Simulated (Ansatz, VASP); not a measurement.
## Two plane-wave programs on Be3Cd2O3

```
Be Cd O
1.0
     2.96146    1.70980    3.00742
    -2.96146    1.70980    3.00742
     0.00000   -3.41960    3.00742
Be Cd O
3 2 3
Direct
  0.50000 0.50000 0.00000
  0.00000 0.50000 0.50000
  0.50000 0.00000 0.50000
  0.00000 0.00000 0.00000
  0.50000 0.50000 0.50000
  0.00000 0.00000 0.50000
  0.50000 0.00000 0.00000
  0.00000 0.50000 0.00000
```

Alike in both runs: functional PBE; k mesh 4 × 4 × 4; occupations gaussian, width 0.2 eV; no spin polarisation.

Ansatz relaxed the structure, and its values are those at the end. VASP's run is a single point on that final structure, the one shown.

|  | VASP | Ansatz |
| --- | --- | --- |
| version | VASP 6.6.1 | Ansatz 0.2.0 |
| potentials or method | VASP PAW PBE potentials, release 64 (Be, Cd, O), cutoff 600 eV | scalar-relativistic, plane waves, PAW |
| valence electrons in the cell | 48 | 64 |

|  | VASP | Ansatz | Ansatz less VASP |
| --- | --- | --- | --- |
| gap on the k mesh at the Fermi level (eV) | none | none | - |
| pressure (GPa) | 0.5 | 0.0 | -0.48 |

A gap of «none» marks a metal or a gap that the smearing closes. VASP's potentials hold 48 valence electrons a cell and Ansatz's 64, so a difference there can come from the potentials and not from the codes.
